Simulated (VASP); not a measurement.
# GeS3 (Im-3m) in VASP: notebook, part 3 of 3

VASP 6.6.1.

**4. Relaxation of cell and atoms, PBE**

This run uses another cell than the first one, of 22.93 Å³/atom, 1.220 times its volume.

INCAR reads:

```
SYSTEM = GeS3
PREC = Accurate ; ENCUT = 600
EDIFF = 1E-6 ; ISMEAR = 0
SIGMA = 0.1 ; LREAL = .FALSE.
LASPH = .TRUE. ; NELM = 100
ALGO = Normal ; ISIF = 3
LWAVE = .FALSE. ; LCHARG = .FALSE.
GGA = PE ; IBRION = 2
NSW = 90 ; EDIFFG = -0.04
```

KPOINTS reads:

```
Automatic mesh
0
G
  4 4 4
  0 0 0
```

POSCAR reads:

```
GeS3
1.0
   -2.8408257600      2.8408257600      2.8408257600
    2.8408257600     -2.8408257600      2.8408257600
    2.8408257600      2.8408257600     -2.8408257600
Ge S
1 3
Direct
    0.0000000000      0.0000000000      0.0000000000
    0.0000000000      0.5000000000      0.5000000000
    0.5000000000      0.0000000000      0.5000000000
    0.5000000000      0.5000000000      0.0000000000
```

Command:

```bash
cat potpaw_PBE.64/Ge_d/POTCAR potpaw_PBE.64/S/POTCAR > POTCAR
mpirun -np 1 vasp_std > vasp.out
```

It took 80 s on 1 thread of Intel Xeon 8259CL, shared host; peak memory 0.25 GiB.

Results (log left out):

* Free energy: -15.6439 eV
* Relaxed volume: 18.69 Å³/atom
* Relaxed cell: a = 4.597 Å, b = 4.597 Å, c = 4.597 Å, α = 109.47°, β = 109.47°, γ = 109.47°
* Space group after relaxing (to 0.05 Å): Im-3m (No. 229)
* Energy gained by relaxing: 127.3 meV/atom
* Ionic steps: 3
* Pressure after relaxing: 0.1 GPa
* Band gap on the k mesh: zero (band 16 reaches 8.74 eV, above the bottom of band 17 at 4.12 eV)

The path:
```tsv
step	energy change (eV)	largest force (eV/Å)	pressure (GPa)	volume (Å³)
1	0.0000	0.0000	-8.28	91.71
2	-0.4993	0.0000	-1.60	76.86
3	-0.5093	0.0000	0.12	74.77
```

Final structure:
```yaml
crystal:
  lattice:
    - [-2.65389, 2.65389, 2.65389]
    - [2.65389, -2.65389, 2.65389]
    - [2.65389, 2.65389, -2.65389]
  atoms:
    - { symbol: Ge, position: [0.00000, 0.00000, 0.00000] }
    - { symbol: S, position: [0.00000, 0.50000, 0.50000] }
    - { symbol: S, position: [0.50000, 0.00000, 0.50000] }
    - { symbol: S, position: [0.50000, 0.50000, 0.00000] }
```

Levels at points of the mesh, in eV from the Fermi level:
```
           k point  band 13  band 14  band 15  band 16  band 17  band 18  band 19  band 20
(0.00, 0.00, 0.00)    -4.74    -4.74    -4.74     1.62     1.62     1.62     2.67     2.67
(0.50, 0.00, 0.00)    -2.84    -2.80    -2.69    -1.79     0.15     1.16     1.61     2.03
(0.50, 0.50, 0.50)    -3.30    -3.30    -3.30     2.18     2.18     2.18     6.03     6.03
```

Caveat: the k points lie up to 0.42 Å⁻¹ apart in the final cell; the volume moved by over 15 % at a fixed basis, so the end points are rough.

**5. Single point, PBE**

This run uses another cell than the first one, of 18.59 Å³/atom, 0.989 times its volume.

INCAR reads:

```
ALGO = Normal
EDIFF = 1E-6
ENCUT = 520
GGA = PE
ISIF = 2
ISMEAR = 0
LASPH = True
LCHARG = False
LREAL = False
LWAVE = False
NBANDS = 24
NELM = 60
PREC = Accurate
SIGMA = 0.1
```

KPOINTS reads:

```
k-points
0
Gamma
  12 12 12
```

POSCAR reads:

```
GeS3
1.0
   -2.6492941675      2.6492941675      2.6492941675
    2.6492941675     -2.6492941675      2.6492941675
    2.6492941675      2.6492941675     -2.6492941675
Ge S
1 3
Direct
    0.0000000000      0.0000000000      0.0000000000
    0.0000000000      0.5000000000      0.5000000000
    0.5000000000      0.0000000000      0.5000000000
    0.5000000000      0.5000000000      0.0000000000
```

Potentials or basis: VASP PAW PBE potentials, release 64 (Ge_d, S).

Command:

```bash
cat potpaw_PBE.64/Ge_d/POTCAR potpaw_PBE.64/S/POTCAR > POTCAR
mpirun -np 1 vasp_std > vasp.out
```

OUTCAR:

```text
EDIFF = 1E-6
   ENCUT = 520
   GGA = PE
   ISIF = 2
   ISMEAR = 0
   LASPH = True
   LREAL = False
   NELM = 60
   PREC = Accurate

 ion  position               nearest neighbor table
   1  0.000  0.000  0.000-   2 2.65   3 2.65   4 2.65   2 2.65   3 2.65   4 2.65
   2  0.000  0.500  0.500-   1 2.65   3 2.65   4 2.65   1 2.65   4 2.65   3 2.65
   3  0.500  0.000  0.500-   1 2.65   2 2.65   4 2.65   4 2.65   1 2.65   2 2.65
   4  0.500  0.500  0.000-   1 2.65   2 2.65   3 2.65   3 2.65   2 2.65   1 2.65

  LATTYP: Found a body centered cubic cell.
 ALAT       =     5.2985883350

  Lattice vectors:

 A1 = (  -2.6492941675,   2.6492941675,   2.6492941675)
 A2 = (   2.6492941675,  -2.6492941675,   2.6492941675)
 A3 = (   2.6492941675,   2.6492941675,  -2.6492941675)

Analysis of symmetry for initial positions (statically):
=====================================================================
 Subroutine PRICEL returns:
 Original cell was already a primitive cell.

 Routine SETGRP: Setting up the symmetry group for a
 body centered cubic supercell.

[... 170 lines left out ...]

 E-fermi :   6.0778     XC(G=0): -10.4283

 val. band max:        6.0544584830   @ k =  -0.4167   0.5000   0.0833
 cond. band min:       6.0784478047   @ k =  -0.3333  -0.4167   0.0833
 fundamental gap:      0.0239893217
 Fermi energy:         6.0778399307

 k-point     1 :       0.0000    0.0000    0.0000
  band No.  band energies     occupation
      1     -18.6142      2.00000
      2     -18.6142      2.00000
      3     -18.6027      2.00000
      4     -18.6027      2.00000
      5     -18.6027      2.00000
      6      -9.6492      2.00000
[... 637 lines left out ...]
     23      14.3424      0.00000
     24      14.8355      0.00000

 [... further k-points ...]

------------------------ aborting loop because EDIFF is reached ----------------------------------------

  FORCE on cell =-STRESS in cart. coord.  units (eV):
  Direction    XX          YY          ZZ          XY          YZ          ZX
  --------------------------------------------------------------------------------------
  -------------------------------------------------------------------------------------
  Total       -0.0349057     -0.0349057     -0.0349057      0.0000000     -0.0000000      0.0000000
  in kB       -0.7518944     -0.7518944     -0.7518944      0.0000000     -0.0000000      0.0000000
  external PRESSURE =      -0.7518944 kB  Pullay stress =       0.0000000 kB

 VOLUME and BASIS-vectors are now :
 -----------------------------------------------------------------------------
  energy-cutoff  :      520.00
  volume of cell :       74.38
      direct lattice vectors                 reciprocal lattice vectors
    -2.649294167  2.649294167  2.649294167     0.000000000  0.188729514  0.188729514
     2.649294167 -2.649294167  2.649294167     0.188729514  0.000000000  0.188729514
     2.649294167  2.649294167 -2.649294167     0.188729514  0.188729514  0.000000000

 POSITION                                       TOTAL-FORCE (eV/Angst)
 -----------------------------------------------------------------------------------
      0.00000      0.00000      0.00000         0.000000      0.000000     -0.000000
      2.64929      0.00000      0.00000         0.000000     -0.000000     -0.000000
      0.00000      2.64929      0.00000        -0.000000     -0.000000      0.000000
      0.00000      0.00000      2.64929        -0.000000      0.000000     -0.000000
 -----------------------------------------------------------------------------------
    total drift:                                0.000000     -0.000000     -0.000000

  FREE ENERGIE OF THE ION-ELECTRON SYSTEM (eV)
  ---------------------------------------------------
  free  energy   TOTEN  =       -15.8504421560 eV

  energy  without entropy=      -15.8383679618  energy(sigma->0) =      -15.84440506
```

stdout:

```text
POSCAR found type information on POSCAR GeS
 POSCAR found :  2 types and       4 ions
 scaLAPACK will be used
 LDA part: xc-table for (Slater+PW92), standard interpolation
 POSCAR, INCAR and KPOINTS ok, starting setup
 FFT: planning ... GRIDC
 FFT: planning ... GRID_SOFT
 FFT: planning ... GRID
 WAVECAR not read
 entering main loop
```

It took 2.3 min on 1 thread of Intel Xeon 8259CL, shared host; peak memory 0.27 GiB.

What came out:

```yaml
Free_energy: -15.8504 eV
Pressure: -0.1 GPa
Band_gap_on_the_k_mesh: zero (band 16 reaches 8.84 eV, above the bottom of band 17 at 4.19 eV)
```

**6. Relaxation of cell and atoms, PBE**

INCAR reads:

```
SYSTEM = GeS3
PREC = Accurate
ENCUT = 600
EDIFF = 1E-6
ISMEAR = 0
SIGMA = 0.1
LREAL = .False.
LASPH = .True.
NELM = 60
ALGO = Normal
ISIF = 3
LWAVE = .False.
LCHARG = .False.
GGA = PE
IBRION = 2
NSW = 100
EDIFFG = -0.01
```

KPOINTS reads:

```
Automatic mesh
0
Gamma
  12 12 12
  0 0 0
```

POSCAR reads:

```
GeS3
1.0
   -2.6588527771      2.6588527771      2.6588527771
    2.6588527771     -2.6588527771      2.6588527771
    2.6588527771      2.6588527771     -2.6588527771
Ge S
1 3
Direct
    0.0000000000      0.0000000000      0.0000000000
    0.0000000000      0.5000000000      0.5000000000
    0.5000000000      0.0000000000      0.5000000000
    0.5000000000      0.5000000000      0.0000000000
```

Potentials or basis: VASP PAW PBE potentials, release 64 (Ge_d, S).

Command:

```bash
cat potpaw_PBE.64/Ge_d/POTCAR potpaw_PBE.64/S/POTCAR > POTCAR
mpirun -np 1 vasp_std > vasp.out
```

Wall time 4.4 min (1 thread of Intel Xeon 8259CL, shared host); peak memory 0.32 GiB.

It converged, with:

```yaml
Free_energy: -15.8510 eV
Relaxed_volume: 18.55 Å³/atom
Relaxed_cell: a = 4.585 Å, b = 4.585 Å, c = 4.585 Å, α = 109.47°, β = 109.47°, γ = 109.47°
Space_group_after_relaxing_to_0.05_Å: Im-3m (No. 229)
Energy_gained_by_relaxing: 0.5 meV/atom
Ionic_steps: 2
Pressure_after_relaxing: 0.0 GPa
Band_gap_on_the_k_mesh: zero (band 16 reaches 8.88 eV, above the bottom of band 17 at 4.22 eV)
```

Step by step:
| step | energy change (eV) | largest force (eV/Å) | pressure (GPa) | volume (Å³) |
| --- | --- | --- | --- | --- |
| 1 | 0.0000 | 0.0000 | -0.76 | 75.19 |
| 2 | -0.0019 | 0.0000 | 0.04 | 74.22 |

Final structure:
```xyz
4
Lattice="-2.6474 2.6474 2.6474 2.6474 -2.6474 2.6474 2.6474 2.6474 -2.6474" Properties=species:S:1:pos:R:3 pbc="T T T"
Ge    0.0000    0.0000    5.2947
S     2.6474    0.0000    0.0000
S     2.6474    0.0000    2.6474
S     2.6474    2.6474    0.0000
```

Levels at points of the mesh, in eV from the Fermi level:
```csv
k point,band 13,band 14,band 15,band 16,band 17,band 18,band 19,band 20
"(0.00, 0.00, 0.00)",-4.25,-4.25,-4.25,2.19,2.19,2.19,3.16,3.16
"(0.50, 0.00, 0.00)",-2.30,-2.27,-2.16,-1.26,0.71,1.67,2.14,2.61
"(0.50, 0.50, 0.50)",-2.78,-2.78,-2.78,2.77,2.77,2.77,6.30,6.30
```

**7. Summary**

| task | cell | k mesh | cutoff (eV) | gap on the mesh (eV) | pressure (GPa) | relaxed volume (Å³/atom) |
| --- | --- | --- | --- | --- | --- | --- |
| single point | a = 4.605 Å, angles 109.5°, 4 atoms | 4 × 4 × 4 | 520 | none | -0.3 | - |
| single point | a = 4.920 Å, angles 109.5°, 4 atoms | 4 × 4 × 4 | 520 | none | -8.3 | - |
| relaxation of cell and atoms | relaxed from a = 4.920 Å, angles 109.5°, 4 atoms | 4 × 4 × 4 | 600 | none | 0.1 | 18.69 |
| single point | a = 4.589 Å, angles 109.5°, 4 atoms | 12 × 12 × 12 | 520 | none | -0.1 | - |
| relaxation of cell and atoms | relaxed from a = 4.605 Å, angles 109.5°, 4 atoms | 12 × 12 × 12 | 600 | none | 0.0 | 18.55 |

Alike in all rows: level PBE; potentials or basis VASP PAW PBE potentials, release 64 (Ge_d, S); no spin polarisation; smearing gaussian 0.1 eV.

Caveats: some runs use coarse meshes; the volume moved by over 15 % at a fixed basis, so the end points are rough (some runs).

Total energies depend on the potentials used, so only differences within one code and one set of settings carry meaning.
